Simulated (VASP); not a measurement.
# Ca2Ag2O (Fd-3m) in VASP: a series of runs

The runs below take Ca2Ag2O through single point, with PBE.

Program: VASP 6.6.1. These are calculated values, not measurements. Logs are shortened: lines on timing, memory, paths and dates and some standing lists are left out, and cuts for length are marked.

## (1) The cell of the first run

The structure is cubic, space group Fd-3m (No. 227). Conventional cell: a = 9.257 Å, b = 9.257 Å, c = 9.257 Å, α = 90.00°, β = 90.00°, γ = 90.00°. Ca (site symmetry -3m) has 6 Ca at 3.27 Å and 6 Ag at 3.27 Å and 6 O at 3.84 Å within 4.3 Å. Within 2.7 Å of Ag (site symmetry -3m) lie 2 O at 2.00 Å. O (site symmetry -43m) has 4 Ag at 2.00 Å within 2.7 Å.

The cell was built from a structure type or drawn by symmetry, and may not be a known phase.

## (2) Single point, PBE

INCAR reads:

```
SYSTEM = Ca2Ag2O
  PREC = Accurate
  ENCUT = 520
  EDIFF = 1E-7
  ISMEAR = 0
  SIGMA = 0.1
  LREAL = .False.
  LASPH = .True.
  NELM = 80
  ALGO = Normal
  ISIF = 2
  LWAVE = .False.
  LCHARG = .True.
  GGA = PE
  LELF = .True.
  LVHAR = .True.
  NBANDS = 59
```

KPOINTS reads:

```
regular mesh
0
Gamma
  4 4 4
  0 0 0
```

POSCAR reads:

```
Ca2Ag2O
1.0
    0.0000000000      4.6287325800      4.6287325800
    4.6287325800      0.0000000000      4.6287325800
    4.6287325800      4.6287325800      0.0000000000
Ca Ag O
4 4 2
Direct
    0.6250000000      0.6250000000      0.6250000000
    0.6250000000      0.6250000000      0.1250000000
    0.6250000000      0.1250000000      0.6250000000
    0.1250000000      0.6250000000      0.6250000000
    0.1250000000      0.1250000000      0.1250000000
    0.1250000000      0.1250000000      0.6250000000
    0.1250000000      0.6250000000      0.1250000000
    0.6250000000      0.1250000000      0.1250000000
    0.2500000000      0.2500000000      0.2500000000
    0.0000000000      0.0000000000      0.0000000000
```

Potentials or basis: VASP PAW PBE potentials, release 64 (Ca_sv, Ag, O).

The run is started by

```
cat potpaw_PBE.64/Ca_sv/POTCAR potpaw_PBE.64/Ag/POTCAR potpaw_PBE.64/O/POTCAR > POTCAR
mpirun -np 1 vasp_std > vasp.out
```

OUTCAR:

```text
SYSTEM = Ca2Ag2O
   PREC = Accurate
   ENCUT = 520
   EDIFF = 1E-7
   ISMEAR = 0
   LREAL = .False.
   LASPH = .True.
   NELM = 80
   ISIF = 2
   GGA = PE

 ion  position               nearest neighbor table
   1  0.625  0.625  0.625-   7 3.27   8 3.27   6 3.27   8 3.27   6 3.27   7 3.27
   2  0.625  0.625  0.125-   7 3.27   8 3.27   5 3.27   8 3.27   5 3.27   7 3.27
   3  0.625  0.125  0.625-   6 3.27   8 3.27   5 3.27   8 3.27   5 3.27   6 3.27
   4  0.125  0.625  0.625-   6 3.27   7 3.27   5 3.27   7 3.27   5 3.27   6 3.27
   5  0.125  0.125  0.125-   9 2.00  10 2.00   8 3.27   6 3.27   7 3.27   3 3.27   4 3.27   6 3.27
                             2 3.27   4 3.27   7 3.27   2 3.27   3 3.27   8 3.27
   6  0.125  0.125  0.625-   9 2.00  10 2.00   5 3.27   3 3.27   4 3.27   5 3.27   7 3.27   8 3.27
                             1 3.27   4 3.27   7 3.27   1 3.27   3 3.27   8 3.27
   7  0.125  0.625  0.125-   9 2.00  10 2.00   5 3.27   2 3.27   4 3.27   1 3.27   4 3.27   6 3.27
                             5 3.27   6 3.27   8 3.27   1 3.27   2 3.27   8 3.27
   8  0.625  0.125  0.125-   9 2.00  10 2.00   5 3.27   2 3.27   3 3.27   1 3.27   3 3.27   6 3.27
                             1 3.27   2 3.27   7 3.27   5 3.27   6 3.27   7 3.27
   9  0.250  0.250  0.250-   5 2.00   6 2.00   7 2.00   8 2.00
  10  0.000  0.000  0.000-   5 2.00   6 2.00   7 2.00   8 2.00

  LATTYP: Found a face centered cubic cell.
 ALAT       =     9.2574651600

  Lattice vectors:

 A1 = (   0.0000000000,   4.6287325800,   4.6287325800)
 A2 = (   4.6287325800,   0.0000000000,   4.6287325800)
 A3 = (   4.6287325800,   4.6287325800,   0.0000000000)

Analysis of symmetry for initial positions (statically):
=====================================================================
 Subroutine PRICEL returns:
 Original cell was already a primitive cell.

 Routine SETGRP: Setting up the symmetry group for a
 face centered cubic supercell.

 Subroutine GETGRP returns: Found 48 space group operations
 (whereof 24 operations were pure point group operations)
 out of a pool of 48 trial point group operations.

The static configuration has the point symmetry T_d .
 The point group associated with its full space group is O_h .

Analysis of symmetry for dynamics (positions and initial velocities):
=====================================================================
 Subroutine PRICEL returns:
 Original cell was already a primitive cell.

 Routine SETGRP: Setting up the symmetry group for a
 face centered cubic supercell.

 Subroutine GETGRP returns: Found 48 space group operations
 (whereof 24 operations were pure point group operations)
 out of a pool of 48 trial point group operations.

The dynamic configuration has the point symmetry T_d .
 The point group associated with its full space group is O_h .

 Subroutine INISYM returns: Found 48 space group operations
 (whereof 24 operations are pure point group operations),
 and found     1 'primitive' translations

----------------------------------------------------------------------------------------

                                     Primitive cell

  volume of cell :     198.3427

  direct lattice vectors                    reciprocal lattice vectors
     0.000000000  4.628732580  4.628732580    -0.108020930  0.108020930  0.108020930
     4.628732580  0.000000000  4.628732580     0.108020930 -0.108020930  0.108020930
     4.628732580  4.628732580  0.000000000     0.108020930  0.108020930 -0.108020930

  length of vectors
     6.546016391  6.546016391  6.546016391     0.187097740  0.187097740  0.187097740

  position of ions in fractional coordinates (direct lattice)
     0.625000000  0.625000000  0.625000000
     0.625000000  0.625000000  0.125000000
     0.625000000  0.125000000  0.625000000
     0.125000000  0.625000000  0.625000000
     0.125000000  0.125000000  0.125000000
     0.125000000  0.125000000  0.625000000
     0.125000000  0.625000000  0.125000000
     0.625000000  0.125000000  0.125000000
     0.250000000  0.250000000  0.250000000
     0.000000000  0.000000000  0.000000000

  ion indices of the primitive-cell ions
   primitive index   ion index
                 1           1
                 2           2
                 3           3
                 4           4
                 5           5
                 6           6
                 7           7
                 8           8
                 9           9
                10          10

----------------------------------------------------------------------------------------

 KPOINTS: regular mesh

Automatic generation of k-mesh.
 Grid dimensions read from file:
 generate k-points for:    4    4    4

 Generating k-lattice:

  Cartesian coordinates                     Fractional coordinates (reciprocal lattice)
    -0.027005233  0.027005233  0.027005233     0.250000000  0.000000000  0.000000000
     0.027005233 -0.027005233  0.027005233     0.000000000  0.250000000  0.000000000
     0.027005233  0.027005233 -0.027005233     0.000000000  0.000000000  0.250000000

  Length of vectors
     0.046774435  0.046774435  0.046774435

  Shift w.r.t. Gamma in fractional coordinates (k-lattice)
     0.000000000  0.000000000  0.000000000

 Subroutine IBZKPT returns following result:
 ===========================================

 Found      8 irreducible k-points:

 Following reciprocal coordinates:
            Coordinates               Weight
  0.000000  0.000000  0.000000      1.000000
  0.250000  0.000000  0.000000      8.000000
  0.500000  0.000000  0.000000      4.000000
  0.250000  0.250000  0.000000      6.000000
  0.500000  0.250000  0.000000     24.000000
 -0.250000  0.250000  0.000000     12.000000
  0.500000  0.500000  0.000000      3.000000
 -0.250000  0.500000  0.250000      6.000000
   k-points           NKPTS =      8   k-points in BZ     NKDIM =      8   number of bands    NBANDS=     59
   number of dos      NEDOS =    301   number of ions     NIONS =     10
   total plane-waves  NPLWV = 125000
   dimension x,y,z NGX =    50 NGY =   50 NGZ =   50
   dimension x,y,z NGXF=   100 NGYF=  100 NGZF=  100
   ions per type =               4   4   2
   NGX,Y,Z   is equivalent  to a cutoff of  12.70, 12.70, 12.70 a.u.
   NGXF,Y,Z  is equivalent  to a cutoff of  25.40, 25.40, 25.40 a.u.
 SYSTEM =  Ca2Ag2O
   PREC   = accura    normal or accurate (medium, high low for compatibility)
   ISTART =      0    job   : 0-new  1-cont  2-samecut
   ICHARG =      2    charge: 1-file 2-atom 10-const
   ISPIN  =      1    spin polarized calculation?
   LNONCOLLINEAR =      F non collinear calculations
   LSORBIT =      F    spin-orbit coupling
   LASPH  =      T    aspherical Exc in radial PAW
   ENCUT  =  520.0 eV  38.22 Ry    6.18 a.u.  12.17 12.17 12.17*2*pi/ulx,y,z
   NELM   =     80;   NELMIN=  2; NELMDL= -5     # of ELM steps
   EDIFF  = 0.1E-06   stopping-criterion for ELM
   LREAL  =      F    real-space projection
   EDIFFG = 0.1E-05   stopping-criterion for IOM
   NSW    =      0    number of steps for IOM
   IBRION =     -1    ionic relax: 0-MD 1-quasi-New 2-CG
   NFREE  =      0    steps in history (QN), initial steepest desc. (CG)
   ISIF   =      2    stress and relaxation
   ISYM   =      2    0-nonsym 1-usesym 2-fastsym
   POTIM  = 0.5000    time-step for ionic-motion
   TEBEG  =    0.0;   TEEND  =   0.0 temperature during run
   PSTRESS=    0.0 pullay stress
   NELECT =      96.0000    total number of electrons
   NUPDOWN=      -1.0000    fix difference up-down
   EMIN   =  10.00;   EMAX   =-10.00  energy-range for DOS
   EFERMI =   0.00;   METHOD = LEGACY
   ISMEAR =     0;   SIGMA  =   0.10  broadening in eV -4-tet -1-fermi 0-gaus
   EFERMI_NEDOS =   21; number of points for ismear=-14 and -15
   IALGO  =     38    algorithm
   IMIX   =      4    mixing-type and parameters
     AMIX     =   0.40;   BMIX     =  1.00
     AMIX_MAG =   1.60;   BMIX_MAG =  1.00
  volume/ion in A,a.u.               =      19.83       133.85
  Fermi-wavevector in a.u.,A,eV,Ry     =   1.285365  2.428988 22.479046  1.652163
  Thomas-Fermi vector in A             =   2.417504
   LORBIT       =      0    0 simple, 1 ext, 2 COOP (PROOUT), +10 PAW based schemes
   GGA     = PE    functional components
   LHFCALC =     F    Hartree Fock is set to
   AEXX    =    0.0000 exact exchange contribution
   IVDW    =     0    specifies the selected vdW correction
   LEPSILON=     F    determine dielectric tensor
   LRPA    =     F    only Hartree local field effects (RPA)
 non-spin polarized calculation
 Gauss-broadening in eV      SIGMA  =   0.10
  energy-cutoff  :      520.00
  volume of cell :      198.34
 maximum number of plane-waves:      5360
 NGX is ok and might be reduce to    50
   NGX = 25   NGY = 25   NGZ = 25

 number of electron      96.0000009 magnetization

 Free energy of the ion-electron system (eV)
  ---------------------------------------------------
  ext. energy  EPLUGINS =         0.00000000
  ---------------------------------------------------
  free energy    TOTEN  =       -26.24037201 eV

  energy without entropy =      -26.18818604  energy(sigma->0) =      -26.21427902

 E-fermi :   5.9780     XC(G=0): -10.2603

 val. band max:        5.9632404917   @ k =   0.5000   0.2500   0.0000
 cond. band min:       6.0177738715   @ k =   0.5000   0.2500   0.0000
 fundamental gap:      0.0545333798
 Fermi energy:         5.9779576787

 k-point     1 :       0.0000    0.0000    0.0000
  band No.  band energies     occupation
      1     -35.6610      2.00000
      2     -35.5727      2.00000
      3     -35.5727      2.00000
      4     -35.5727      2.00000
      5     -17.1307      2.00000
      6     -16.8367      2.00000
[... 51 lines left out ...]
     58       7.6189      0.00000
     59       7.6189      0.00000

 k-point     2 :       0.2500    0.0000    0.0000
  band No.  band energies     occupation
      1     -35.6518      2.00000
      2     -35.5821      2.00000
      3     -35.5727      2.00000
      4     -35.5727      2.00000
      5     -17.0748      2.00000
      6     -16.8179      2.00000
[... 51 lines left out ...]
     58       7.5965      0.00000
     59       7.9281      0.00000

 k-point     3 :       0.5000    0.0000    0.0000
  band No.  band energies     occupation
      1     -35.6390      2.00000
      2     -35.5950      2.00000
      3     -35.5727      2.00000
      4     -35.5727      2.00000
      5     -17.0139      2.00000
      6     -16.7969      2.00000
[... 51 lines left out ...]
     58       7.4935      0.00000
     59       8.1791      0.00000

 k-point     4 :       0.2500    0.2500    0.0000
  band No.  band energies     occupation
      1     -35.6482      2.00000
      2     -35.5857      2.00000
      3     -35.5727      2.00000
      4     -35.5727      2.00000
      5     -17.0499      2.00000
      6     -16.8422      2.00000
[... 51 lines left out ...]
     58       7.5933      0.00000
     59       7.6359      0.00000

 k-point     5 :       0.5000    0.2500    0.0000
  band No.  band energies     occupation
      1     -35.6326      2.00000
      2     -35.6014      2.00000
      3     -35.5728      2.00000
      4     -35.5727      2.00000
      5     -16.9660      2.00000
      6     -16.8253      2.00000
[... 51 lines left out ...]
     58       7.5387      0.00000
     59       8.0887      0.00000

 k-point     6 :      -0.2500    0.2500    0.0000
  band No.  band energies     occupation
      1     -35.6390      2.00000
      2     -35.5950      2.00000
      3     -35.5728      2.00000
      4     -35.5727      2.00000
      5     -17.0005      2.00000
      6     -16.8111      2.00000
[... 51 lines left out ...]
     58       7.5791      0.00000
     59       8.1735      0.00000

 k-point     7 :       0.5000    0.5000    0.0000
  band No.  band energies     occupation
      1     -35.6170      2.00000
      2     -35.6170      2.00000
      3     -35.5728      2.00000
      4     -35.5728      2.00000
      5     -16.8923      2.00000
      6     -16.8923      2.00000
[... 51 lines left out ...]
     58       7.5472      0.00000
     59       7.8398      0.00000

 k-point     8 :      -0.2500    0.5000    0.2500
  band No.  band energies     occupation
      1     -35.6170      2.00000
      2     -35.6170      2.00000
      3     -35.5728      2.00000
      4     -35.5728      2.00000
      5     -16.8774      2.00000
      6     -16.8774      2.00000
[... 51 lines left out ...]
     58       7.9227      0.00000
     59       7.9624      0.00000

------------------------ aborting loop because EDIFF is reached ----------------------------------------

  FORCE on cell =-STRESS in cart. coord.  units (eV):
  Direction    XX          YY          ZZ          XY          YZ          ZX
  --------------------------------------------------------------------------------------
  -------------------------------------------------------------------------------------
  Total       21.5155620     21.5155620     21.5155620     -0.0000000     -0.0000000      0.0000000
  in kB      173.7988948    173.7988948    173.7988948     -0.0000000     -0.0000000      0.0000000
  external PRESSURE =     173.7988948 kB  Pullay stress =       0.0000000 kB

 VOLUME and BASIS-vectors are now :
 -----------------------------------------------------------------------------
  energy-cutoff  :      520.00
  volume of cell :      198.34
      direct lattice vectors                 reciprocal lattice vectors
     0.000000000  4.628732580  4.628732580    -0.108020930  0.108020930  0.108020930
     4.628732580  0.000000000  4.628732580     0.108020930 -0.108020930  0.108020930
     4.628732580  4.628732580  0.000000000     0.108020930  0.108020930 -0.108020930

 POSITION                                       TOTAL-FORCE (eV/Angst)
 -----------------------------------------------------------------------------------
      5.78592      5.78592      5.78592         0.000000     -0.000000      0.000000
      3.47155      3.47155      5.78592         0.000000     -0.000000      0.000000
      3.47155      5.78592      3.47155         0.000000     -0.000000      0.000000
      5.78592      3.47155      3.47155         0.000000     -0.000000      0.000000
      1.15718      1.15718      1.15718         0.000000     -0.000000      0.000000
      3.47155      3.47155      1.15718         0.000000     -0.000000      0.000000
      3.47155      1.15718      3.47155         0.000000     -0.000000      0.000000
      1.15718      3.47155      3.47155         0.000000     -0.000000      0.000000
      2.31437      2.31437      2.31437        -0.000000     -0.000000     -0.000000
      0.00000      0.00000      0.00000        -0.000000      0.000000      0.000000
 -----------------------------------------------------------------------------------
    total drift:                                0.000000      0.000000      0.000000

  FREE ENERGIE OF THE ION-ELECTRON SYSTEM (eV)
  ---------------------------------------------------
  free  energy   TOTEN  =       -26.2403720090 eV

  energy  without entropy=      -26.1881860393  energy(sigma->0) =      -26.21427902
```

Wall time 86 s (1 thread of Intel Xeon 6975P-C (Granite Rapids), shared host); peak memory 0.38 GiB.

What came out:

| Quantity | Value |
| --- | --- |
| Free energy | -26.2404 eV |
| Pressure | 17.4 GPa |
| Band gap on the k mesh | zero (bands 48 and 49 overlap by 0.44 eV) |

Caveat: the cell stands under pressure.

## (3) Single point, PBE

This run uses another cell than the first one, of 25.76 Å³/atom.

INCAR reads:

```
SYSTEM = Ca2Ag2O
PREC = Accurate ; ENCUT = 520
EDIFF = 1E-6 ; ISMEAR = 0
SIGMA = 0.1 ; LREAL = .FALSE.
LASPH = .TRUE. ; NELM = 100
ALGO = Normal ; ISIF = 2
LWAVE = .FALSE. ; LCHARG = .FALSE.
GGA = PE ; NBANDS = 59
```

KPOINTS reads:

```
Automatic mesh
0
G
  4 4 4
  0 0 0
```

POSCAR: that of step 2 with these lines changed.

```diff
@@ -2,5 +2,5 @@
 1.0
-    0.0000000000      4.6287325800      4.6287325800
-    4.6287325800      0.0000000000      4.6287325800
-    4.6287325800      4.6287325800      0.0000000000
+    0.0000000000      5.0503408274      5.0503408274
+    5.0503408274      0.0000000000      5.0503408274
+    5.0503408274      5.0503408274      0.0000000000
 Ca Ag O
```

Potentials or basis: VASP PAW PBE potentials, release 64 (Ca_sv, Ag, O).

The run is started by

```
cat potpaw_PBE.64/Ca_sv/POTCAR potpaw_PBE.64/Ag/POTCAR potpaw_PBE.64/O/POTCAR > POTCAR
mpirun -np 1 vasp_std > vasp.out
```

Run time: 82 s. Hardware: 1 thread of Intel Xeon 6975P-C (Granite Rapids), shared host; peak memory 0.44 GiB.

The run converged. Its results:

```
Free energy            : -28.8685 eV
Pressure               : 0.2 GPa
Band gap on the k mesh : zero (bands 48 and 49 overlap by 0.37 eV)
```

Levels at points of the mesh, in eV from the Fermi level:
```tsv
k point	band 46	band 47	band 48	band 49	band 50	band 51
(0.00, 0.00, 0.00)	-0.78	0.23	0.23	0.23	0.52	0.60
(0.50, 0.00, 0.00)	-1.15	-0.41	-0.41	0.04	0.07	0.62
(0.50, 0.50, 0.00)	-1.54	-0.31	-0.31	0.33	0.33	0.59
```

(Part 1 of 2 ends here.)
